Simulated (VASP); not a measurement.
# Si (a cell with a defect) in VASP: relaxation of the atoms with PBEsol

Aim: the relaxation of the atoms of Si (a cell with a defect) with PBEsol.

Everything below comes from runs of VASP 6.6.1. Logs are shortened: lines on timing, memory, paths and dates and some standing lists are left out, and cuts for length are marked.

### 1 The cell of the first run

The cell holds a defect, 17 atoms: a = 7.679 Å, b = 7.679 Å, c = 7.679 Å, α = 60.00°, β = 60.00°, γ = 60.00°.

### 2 Relaxation of the atoms, PBEsol

INCAR reads:

```
SYSTEM = Si
PREC = Accurate ; ENCUT = 520
EDIFF = 1E-6 ; ISMEAR = -1
SIGMA = 0.05 ; LREAL = Auto
LASPH = .TRUE. ; NELM = 60
ALGO = Normal ; ISIF = 2
LWAVE = .FALSE. ; LCHARG = .FALSE.
GGA = PS ; IBRION = 2
NSW = 80 ; EDIFFG = -0.03
```

KPOINTS reads:

```
regular mesh
0
G
  2 2 2
  0 0 0
```

POSCAR reads:

```
Si
1.0
    0.0000000000      5.4300000000      5.4300000000
    5.4300000000      0.0000000000      5.4300000000
    5.4300000000      5.4300000000      0.0000000000
Si
17
Direct
    0.0000000000      0.0000000000      0.0000000000
    0.1250000000      0.1250000000      0.1250000000
    0.0000000000      0.0000000000      0.5000000000
    0.1250000000      0.1250000000      0.6250000000
    0.0000000000      0.5000000000      0.0000000000
    0.1250000000      0.6250000000      0.1250000000
    0.0000000000      0.5000000000      0.5000000000
    0.1250000000      0.6250000000      0.6250000000
    0.5000000000      0.0000000000      0.0000000000
    0.6250000000      0.1250000000      0.1250000000
    0.5000000000      0.0000000000      0.5000000000
    0.6250000000      0.1250000000      0.6250000000
    0.5000000000      0.5000000000      0.0000000000
    0.6250000000      0.6250000000      0.1250000000
    0.5000000000      0.5000000000      0.5000000000
    0.6250000000      0.6250000000      0.6250000000
    0.8223028000      0.8100882000      0.5525836000
```

Potentials or basis: VASP PAW PBE potentials, release 64 (Si).

The run is started by

```sh
> cat potpaw_PBE.64/Si/POTCAR > POTCAR
> mpirun -np 1 vasp_std > vasp.out
```

OUTCAR:

```text
SYSTEM = Si
   PREC = Accurate
   ENCUT = 520
   EDIFF = 1E-6
   ISMEAR = -1
   LREAL = Auto
   LASPH = .TRUE.
   NELM = 60
   ISIF = 2
   GGA = PS
   IBRION = 2
   NSW = 80
   EDIFFG = -0.03

 ion  position               nearest neighbor table
   1  0.000  0.000  0.000-   2 2.35   4 2.35   6 2.35  10 2.35
   2  0.125  0.125  0.125-   1 2.35   3 2.35   5 2.35   9 2.35
   3  0.000  0.000  0.500-  17 2.24   4 2.35   8 2.35  12 2.35   2 2.35
   4  0.125  0.125  0.625-   1 2.35   3 2.35   7 2.35  11 2.35
   5  0.000  0.500  0.000-   2 2.35   6 2.35   8 2.35  14 2.35
   6  0.125  0.625  0.125-   1 2.35   5 2.35   7 2.35  13 2.35
   7  0.000  0.500  0.500-  17 2.20   6 2.35   8 2.35  16 2.35   4 2.35
   8  0.125  0.625  0.625-  17 2.22   5 2.35   7 2.35  15 2.35   3 2.35
   9  0.500  0.000  0.000-   2 2.35  10 2.35  12 2.35  14 2.35
  10  0.625  0.125  0.125-   1 2.35   9 2.35  11 2.35  13 2.35
  11  0.500  0.000  0.500-  17 2.28  10 2.35  12 2.35  16 2.35   4 2.35
  12  0.625  0.125  0.625-  17 2.30   9 2.35  11 2.35  15 2.35   3 2.35
  13  0.500  0.500  0.000-   6 2.35  10 2.35  14 2.35  16 2.35
  14  0.625  0.625  0.125-   5 2.35   9 2.35  13 2.35  15 2.35
  15  0.500  0.500  0.500-   8 2.35  12 2.35  14 2.35  16 2.35
  16  0.625  0.625  0.625-  17 2.27  11 2.35  13 2.35  15 2.35   7 2.35
  17  0.822  0.810  0.553-   7 2.20   8 2.22   3 2.24  16 2.27  11 2.28  12 2.30

  LATTYP: Found a face centered cubic cell.
 ALAT       =    10.8600000000

  Lattice vectors:

 A1 = (   0.0000000000,   5.4300000000,   5.4300000000)
 A2 = (   5.4300000000,   0.0000000000,   5.4300000000)
 A3 = (   5.4300000000,   5.4300000000,   0.0000000000)

Analysis of symmetry for initial positions (statically):
=====================================================================
 Subroutine PRICEL returns:
 Original cell was already a primitive cell.

 Routine SETGRP: Setting up the symmetry group for a
 face centered cubic supercell.

 Subroutine GETGRP returns: Found  1 space group operations
 (whereof  1 operations were pure point group operations)
 out of a pool of 48 trial point group operations.

The static configuration has the point symmetry C_1 .

Analysis of symmetry for dynamics (positions and initial velocities):
=====================================================================
 Subroutine PRICEL returns:
 Original cell was already a primitive cell.

 Routine SETGRP: Setting up the symmetry group for a
 face centered cubic supercell.

 Subroutine GETGRP returns: Found  1 space group operations
 (whereof  1 operations were pure point group operations)
 out of a pool of 48 trial point group operations.

The dynamic configuration has the point symmetry C_1 .

 Subroutine INISYM returns: Found  1 space group operations
 (whereof  1 operations are pure point group operations),
 and found     1 'primitive' translations

----------------------------------------------------------------------------------------

                                     Primitive cell

  volume of cell :     320.2060

  direct lattice vectors                    reciprocal lattice vectors
     0.000000000  5.430000000  5.430000000    -0.092081031  0.092081031  0.092081031
     5.430000000  0.000000000  5.430000000     0.092081031 -0.092081031  0.092081031
     5.430000000  5.430000000  0.000000000     0.092081031  0.092081031 -0.092081031

  length of vectors
     7.679179644  7.679179644  7.679179644     0.159489025  0.159489025  0.159489025

  position of ions in fractional coordinates (direct lattice)
     0.000000000  0.000000000  0.000000000
     0.125000000  0.125000000  0.125000000
     0.000000000  0.000000000  0.500000000
     0.125000000  0.125000000  0.625000000
     0.000000000  0.500000000  0.000000000
     0.125000000  0.625000000  0.125000000
[... 9 lines left out ...]
     0.625000000  0.625000000  0.625000000
     0.822302800  0.810088200  0.552583600

  ion indices of the primitive-cell ions
   primitive index   ion index
                 1           1
                 2           2
                 3           3
                 4           4
                 5           5
                 6           6
[... 9 lines left out ...]
                16          16
                17          17

----------------------------------------------------------------------------------------

 KPOINTS: regular mesh

Automatic generation of k-mesh.
 Grid dimensions read from file:
 generate k-points for:    2    2    2

 Generating k-lattice:

  Cartesian coordinates                     Fractional coordinates (reciprocal lattice)
    -0.046040516  0.046040516  0.046040516     0.500000000  0.000000000  0.000000000
     0.046040516 -0.046040516  0.046040516     0.000000000  0.500000000  0.000000000
     0.046040516  0.046040516 -0.046040516     0.000000000  0.000000000  0.500000000

  Length of vectors
     0.079744512  0.079744512  0.079744512

  Shift w.r.t. Gamma in fractional coordinates (k-lattice)
     0.000000000  0.000000000  0.000000000

 Subroutine IBZKPT returns following result:
 ===========================================

 Found      8 irreducible k-points:

 Following reciprocal coordinates:
            Coordinates               Weight
  0.000000  0.000000  0.000000      1.000000
  0.500000  0.000000  0.000000      1.000000
  0.000000  0.500000  0.000000      1.000000
  0.000000  0.000000  0.500000      1.000000
  0.500000  0.500000  0.500000      1.000000
  0.500000  0.500000  0.000000      1.000000
  0.000000  0.500000  0.500000      1.000000
  0.500000  0.000000  0.500000      1.000000
   k-points           NKPTS =      8   k-points in BZ     NKDIM =      8   number of bands    NBANDS=     43
   number of dos      NEDOS =    301   number of ions     NIONS =     17
   total plane-waves  NPLWV = 216000
   dimension x,y,z NGX =    60 NGY =   60 NGZ =   60
   dimension x,y,z NGXF=   120 NGYF=  120 NGZF=  120
   ions per type =              17
   NGX,Y,Z   is equivalent  to a cutoff of  12.99, 12.99, 12.99 a.u.
   NGXF,Y,Z  is equivalent  to a cutoff of  25.98, 25.98, 25.98 a.u.
 SYSTEM =  Si
   PREC   = accura    normal or accurate (medium, high low for compatibility)
   ISTART =      0    job   : 0-new  1-cont  2-samecut
   ICHARG =      2    charge: 1-file 2-atom 10-const
   ISPIN  =      1    spin polarized calculation?
   LNONCOLLINEAR =      F non collinear calculations
   LSORBIT =      F    spin-orbit coupling
   LASPH  =      T    aspherical Exc in radial PAW
   ENCUT  =  520.0 eV  38.22 Ry    6.18 a.u.  14.28 14.28 14.28*2*pi/ulx,y,z
   NELM   =     60;   NELMIN=  2; NELMDL= -5     # of ELM steps
   EDIFF  = 0.1E-05   stopping-criterion for ELM
   LREAL  =      T    real-space projection
   EDIFFG = -.3E-01   stopping-criterion for IOM
   NSW    =     80    number of steps for IOM
   IBRION =      2    ionic relax: 0-MD 1-quasi-New 2-CG
   NFREE  =      1    steps in history (QN), initial steepest desc. (CG)
   ISIF   =      2    stress and relaxation
   ISYM   =      2    0-nonsym 1-usesym 2-fastsym
   POTIM  = 0.5000    time-step for ionic-motion
   TEBEG  =    0.0;   TEEND  =   0.0 temperature during run
   PSTRESS=    0.0 pullay stress
   NELECT =      68.0000    total number of electrons
   NUPDOWN=      -1.0000    fix difference up-down
   EMIN   =  10.00;   EMAX   =-10.00  energy-range for DOS
   EFERMI =   0.00;   METHOD = LEGACY
   ISMEAR =    -1;   SIGMA  =   0.05  broadening in eV -4-tet -1-fermi 0-gaus
   EFERMI_NEDOS =   21; number of points for ismear=-14 and -15
   IALGO  =     38    algorithm
   IMIX   =      4    mixing-type and parameters
     AMIX     =   0.40;   BMIX     =  1.00
     AMIX_MAG =   1.60;   BMIX_MAG =  1.00
  volume/ion in A,a.u.               =      18.84       127.11
  Fermi-wavevector in a.u.,A,eV,Ry     =   0.976715  1.845724 12.979587  0.953973
  Thomas-Fermi vector in A             =   2.107356
   LORBIT       =      0    0 simple, 1 ext, 2 COOP (PROOUT), +10 PAW based schemes
   GGA     = PS    functional components
   LHFCALC =     F    Hartree Fock is set to
   AEXX    =    0.0000 exact exchange contribution
   IVDW    =     0    specifies the selected vdW correction
   LEPSILON=     F    determine dielectric tensor
   LRPA    =     F    only Hartree local field effects (RPA)
 conjugate gradient relaxation of ions
 non-spin polarized calculation
  energy-cutoff  :      520.00
  volume of cell :      320.21
 maximum number of plane-waves:      8646
 NGX is ok and might be reduce to    60
   NGX = 29   NGY = 29   NGZ = 29

--------------------------------------- Ionic step        1  -------------------------------------------

 number of electron      68.0000003 magnetization

 Free energy of the ion-electron system (eV)
  ---------------------------------------------------
  ext. energy  EPLUGINS =         0.00000000
  ---------------------------------------------------
  free energy    TOTEN  =       -92.65151107 eV

  energy without entropy =      -92.61659048  energy(sigma->0) =      -92.63405077

------------------------ aborting loop because EDIFF is reached ----------------------------------------

  FORCE on cell =-STRESS in cart. coord.  units (eV):
  Direction    XX          YY          ZZ          XY          YZ          ZX
  --------------------------------------------------------------------------------------
  -------------------------------------------------------------------------------------
  Total       11.4147057     11.4420654     11.3512072     -4.2247702      4.1844139      4.2805298
  in kB       57.1144262     57.2513227     56.7967059    -21.1389878     20.9370619     21.4179855
  external PRESSURE =      57.0541516 kB  Pullay stress =       0.0000000 kB
[... 134 lines left out ...]
  FREE ENERGIE OF THE ION-ELECTRON SYSTEM (eV)
  ---------------------------------------------------
  free  energy   TOTEN  =       -93.3404326008 eV

  energy  without entropy=      -93.3124785296  energy(sigma->0) =      -93.32645557

[... ionic steps 4 to 52 ...]

--------------------------------------- Ionic step       53  -------------------------------------------

 number of electron      68.0000000 magnetization

------------------------ aborting loop because EDIFF is reached ----------------------------------------

  FORCE on cell =-STRESS in cart. coord.  units (eV):
  Direction    XX          YY          ZZ          XY          YZ          ZX
  --------------------------------------------------------------------------------------
  -------------------------------------------------------------------------------------
  Total        4.7353205      4.7297248      4.7334393     -0.7796329      0.7879051      0.7875976
  in kB       23.6935685     23.6655701     23.6841557     -3.9009577      3.9423485      3.9408101
  external PRESSURE =      23.6810981 kB  Pullay stress =       0.0000000 kB
[... 87 lines left out ...]
  energy  without entropy=      -93.6448633684  energy(sigma->0) =      -93.66921456

--------------------------------------- Ionic step       55  -------------------------------------------

 number of electron      68.0000000 magnetization

 Free energy of the ion-electron system (eV)
  ---------------------------------------------------
  ext. energy  EPLUGINS =         0.00000000
  ---------------------------------------------------
  free energy    TOTEN  =       -93.69382504 eV

  energy without entropy =      -93.64482082  energy(sigma->0) =      -93.66932293

 E-fermi :   6.6689     XC(G=0):  -9.8260

 val. band max:        6.6009537599   @ k =   0.0000   0.0000   0.0000
 cond. band min:       6.6718520660   @ k =   0.5000   0.0000   0.5000
 fundamental gap:      0.0708983060
 Fermi energy:         6.6689096358

 k-point     1 :       0.0000    0.0000    0.0000
  band No.  band energies     occupation
      1      -6.2976      2.00000
      2      -3.9053      2.00000
      3      -3.6454      2.00000
      4      -3.6443      2.00000
      5      -3.4485      2.00000
      6      -2.7808      2.00000
[... 401 lines left out ...]
  FREE ENERGIE OF THE ION-ELECTRON SYSTEM (eV)
  ---------------------------------------------------
  free  energy   TOTEN  =       -93.6938250436 eV

  energy  without entropy=      -93.6448208188  energy(sigma->0) =      -93.66932293

 reached required accuracy - stopping structural energy minimisation
```

It took 1.6 h on 1 thread of Intel Xeon Platinum 8259CL at 2.50GHz (Skylake/Cascade Lake), shared host; peak memory 0.53 GiB.

What came out:

```yaml
Free_energy: -93.6938 eV
Energy_gained_by_relaxing: 61.3 meV/atom
Ionic_steps: 55
Pressure_after_relaxing: 2.4 GPa
Largest_force_after_relaxing: 0.022 eV/Å
Band_gap_on_the_k_mesh: zero (bands 34 and 35 overlap by 0.07 eV)
```

Forces in eV/Å, atoms in the order of the input:
```
Si   0.000  0.001 -0.001
Si  -0.004 -0.011 -0.007
Si  -0.014 -0.017  0.002
Si  -0.007 -0.005  0.007
Si   0.006  0.020  0.001
Si   0.002 -0.012  0.003
Si  -0.001 -0.017  0.014
Si   0.005  0.016 -0.005
Si   0.006  0.011 -0.010
Si  -0.013  0.005  0.011
Si  -0.011 -0.002  0.008
Si   0.008  0.012 -0.007
Si   0.012  0.007 -0.006
Si   0.005 -0.006 -0.007
Si   0.008 -0.005 -0.001
Si   0.006  0.009 -0.008
Si  -0.008 -0.007  0.004
```

Stress tensor (GPa, compression positive):
```
 2.40 -0.41  0.40
-0.41  2.40  0.40
 0.40  0.40  2.40
```

Step by step:
```csv
step,energy change (eV),largest force (eV/Å),pressure (GPa)
1,0.0000,2.6159,5.71
3,-0.6889,0.7532,4.43
5,-0.7725,0.4500,4.23
7,-0.8128,0.2709,4.10
9,-0.9065,0.3950,3.76
11,-0.9204,0.5834,3.53
13,-0.9744,0.3228,3.10
15,-0.9857,0.1393,2.78
17,-0.9908,0.1176,2.71
19,-0.9939,0.0733,2.65
21,-0.9952,0.0545,2.64
23,-0.9964,0.0494,2.62
25,-0.9984,0.1114,2.52
27,-1.0009,0.1092,2.47
29,-1.0097,0.1564,2.23
31,-1.0123,0.1678,2.16
33,-1.0135,0.1602,2.14
35,-1.0180,0.1634,2.19
37,-1.0231,0.1164,2.23
39,-1.0282,0.1215,2.32
41,-1.0319,0.1094,2.34
43,-1.0339,0.0905,2.35
45,-1.0335,0.2624,2.38
47,-1.0381,0.1050,2.36
49,-1.0395,0.1343,2.35
51,-1.0411,0.0712,2.36
53,-1.0418,0.0346,2.37
55,-1.0423,0.0222,2.40
```

Final structure:
```cif
data_structure
_symmetry_space_group_name_H-M 'P 1'
_symmetry_Int_Tables_number 1
_cell_length_a 7.6792
_cell_length_b 7.6792
_cell_length_c 7.6792
_cell_angle_alpha 60.000
_cell_angle_beta 60.000
_cell_angle_gamma 60.000
_cell_volume 320.21
loop_
_atom_site_label
_atom_site_type_symbol
_atom_site_fract_x
_atom_site_fract_y
_atom_site_fract_z
_atom_site_occupancy
Si1 Si 0.97346 0.97281 0.08070 1
Si2 Si 0.13191 0.13119 0.13051 1
Si3 Si 0.01791 0.01711 0.50503 1
Si4 Si 0.10086 0.10013 0.69854 1
Si5 Si 0.00679 0.50255 0.98782 1
Si6 Si 0.13192 0.60615 0.13053 1
Si7 Si 0.01789 0.45962 0.50504 1
Si8 Si 0.13724 0.62338 0.61562 1
Si9 Si 0.50319 0.00624 0.98783 1
Si10 Si 0.60677 0.13121 0.13059 1
Si11 Si 0.46039 0.01718 0.50500 1
Si12 Si 0.62408 0.13649 0.61567 1
Si13 Si 0.50325 0.50247 0.98782 1
Si14 Si 0.63559 0.63485 0.09447 1
Si15 Si 0.51133 0.51035 0.46750 1
Si16 Si 0.62409 0.62342 0.61564 1
Si17 Si 0.83564 0.83492 0.49426 1
```

Caveat: the k points lie up to 0.50 Å⁻¹ apart; the PAW data sets were made with another functional, which shifts forces and pressure a little.
